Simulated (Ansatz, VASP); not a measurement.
One calculation of InSe, two programs

```
In Se
1.0
     5.94588    0.00000    0.00000
     0.00000    5.94588    0.00000
     0.00000    0.00000    5.94588
In Se
4 4
Cartesian
  1.4651 1.4651 1.4651
  1.5079 4.4808 4.4380
  4.4380 1.5079 4.4808
  4.4808 4.4380 1.5079
  4.4749 4.4749 4.4749
  4.4439 1.4710 1.5020
  1.5020 4.4439 1.4710
  1.4710 1.5020 4.4439
```

Alike in both runs: functional PBE; k mesh 4 × 4 × 4; occupations gaussian, width 0.1 eV; no spin polarisation.

Ansatz relaxed the structure, and its values are those at the end. VASP's run is a single point on that final structure, the one shown.

|  | VASP | Ansatz |
| --- | --- | --- |
| version | VASP 6.6.1 | Ansatz 0.2.0 |
| potentials or method | VASP PAW PBE potentials, release 64 (In_d, Se), cutoff 520 eV | scalar-relativistic, plane waves, PAW |
| valence electrons in the cell | 76 | 116 |

|  | VASP | Ansatz | Ansatz less VASP |
| --- | --- | --- | --- |
| gap on the k mesh at the Fermi level (eV) | none | none | - |
| pressure (GPa) | -0.1 | -0.1 | 0.00 |
| rms of the force components (eV/Å) | 0.011 | 0.011 | -0.0004 |

A gap of «none» marks a metal or a gap that the smearing closes. VASP's potentials hold 76 valence electrons a cell and Ansatz's 116, so a difference there can come from the potentials and not from the codes.
